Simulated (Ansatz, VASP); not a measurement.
# Two plane-wave programs on Be6S

```xyz
7
Lattice="-1.6377 1.6377 6.3505 1.6377 -1.6377 6.3505 1.6377 1.6377 -6.3505" Properties=species:S:1:pos:R:3 pbc="T T T"
Be    1.6377    0.0000    4.6377
Be    0.0000    0.0000    9.4498
Be    0.0000    1.6377    4.6377
Be    0.0000    1.6377    1.7128
Be    1.6377    0.0000    1.7128
Be    0.0000    0.0000    3.2512
S     0.0000    0.0000    0.0000
```

Alike in both runs: functional PBE; k mesh 6 × 6 × 6; occupations gaussian, width 0.2 eV; no spin polarisation.

Ansatz relaxed the structure, and its values are those at the end. VASP's run is a single point on that final structure, the one shown.

|  | VASP | Ansatz |
| --- | --- | --- |
| version | VASP 6.6.1 | Ansatz 0.2.0 |
| potentials or method | VASP PAW PBE potentials, release 64 (Be, S), cutoff 520 eV | scalar-relativistic, plane waves, PAW |
| valence electrons in the cell | 18 | 18 |

Ansatz gave:

| Property | Result |
| --- | --- |
| gap on the k mesh at the Fermi level (eV) | none |
| pressure (GPa) | 0.1 |
| rms of the force components (eV/Å) | 0.003 |

Question: What did VASP give for the same quantities?

Answer: gap on the k mesh at the Fermi level (eV): none; pressure (GPa): 0.2; rms of the force components (eV/Å): 0.004.

A gap of «none» marks a metal or a gap that the smearing closes. The functional is the same, so the differences come from potentials, cutoffs and numerics.

The k mesh is coarse, so the values compare programs but aren't converged.
